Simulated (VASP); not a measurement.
Wanted: the native input for a VASP 6.6.1 run.

```yaml
Task: single point
Functional: PBEsol
Potentials_or_basis: VASP PAW PBE potentials, release 64 (Al)
Cutoff: 520 eV
k_mesh: 22 × 22 × 7
Occupations: gaussian, width 0.15 eV
Spin: no spin polarisation
Dipole_correction: no
Further_INCAR_settings: ALGO = Fast; EDIFF = 1e-06; NBANDS = 14
```

The structure of Al lies in POSCAR:

```
Al
1.0
   -1.6064390039      1.6064390039     -1.6064390039
   -1.6064390039     -1.6064390039      1.6064390039
    0.0000000000      7.8399695779      7.8399695779
Al
4
Direct
    0.0000000000      0.0000000000      0.7171630524
    0.5000000000      0.5000000000      0.1024518646
    0.0000000000      0.0000000000      0.3073555939
    0.5000000000      0.5000000000      0.5122593232
```

These files were run (other wordings do the same):

INCAR

```
SYSTEM = Al
PREC = Accurate
ENCUT = 520
EDIFF = 1E-6
ISMEAR = 0
SIGMA = 0.15
LREAL = .False.
LASPH = .True.
NELM = 100
ALGO = Fast
ISIF = 2
LWAVE = .False.
LCHARG = .False.
GGA = PS
NBANDS = 14
```

KPOINTS

```
Automatic mesh
0
Gamma
  22 22 7
  0 0 0
```

Potentials or basis: VASP PAW PBE potentials, release 64 (Al).

Launch:

```bash
$ cat potpaw_PBE.64/Al/POTCAR > POTCAR
$ mpirun -np 1 vasp_std > vasp.out
```

It gave:

```
Pressure               : -1.9 GPa
Largest force          : 0.210 eV/Å
Band gap on the k mesh : zero (band 6 reaches 8.49 eV, above the bottom of band 7 at 4.40 eV)
```

Caveat: the PAW data sets were made with another functional, which shifts forces and pressure a little.

It took 5.2 min on 1 thread of Intel(R) Xeon(R) 6975P-C (Granite Rapids) (shared host), peak memory 0.54 GiB.
